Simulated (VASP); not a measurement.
**S: single point with PBE**

S:

```
S
1.0
     1.58438   -0.91474    3.09080
     0.00000    1.82948    3.09080
    -1.58438   -0.91474    3.09080
S
2
Direct
  0.25000 0.25000 0.25000
  0.75000 0.75000 0.75000
```

* Program: VASP 6.6.1
* Task: single point
* Functional: PBE
* Potentials or basis: VASP PAW PBE potentials, release 64 (S)
* Cutoff: 520 eV
* k mesh: 14 × 14 × 14
* Occupations: fermi-dirac, width 0.1 eV
* Spin: no spin polarisation
* Dipole correction: no
* Further INCAR settings: ALGO = Normal; EDIFF = 1e-06; NBANDS = 13

```yaml
Pressure: 29.7 GPa
Band_gap_on_the_k_mesh: zero (band 6 reaches 13.37 eV, above the bottom of band 7 at 8.33 eV)
```

Levels at points of the mesh, in eV from the Fermi level:
```
           k point  band 3  band 4  band 5  band 6  band 7  band 8  band 9  band 10
(0.00, 0.00, 0.00)   -6.73   -3.64   -3.64    1.83    1.83    3.12    3.48     5.69
(0.50, 0.00, 0.00)   -4.63   -4.63   -3.21   -3.21   -1.99   -1.99    8.28     8.28
(0.50, 0.50, 0.00)  -10.54   -8.32   -6.38    1.03    3.65    4.41    5.42     8.65
(0.50, 0.50, 0.50)   -2.39   -2.39   -2.39   -2.39   -0.04   -0.04    9.18     9.18
```

It took 4.2 min on 1 thread of AMD EPYC 7R13, with other jobs on the host, peak memory 0.17 GiB.
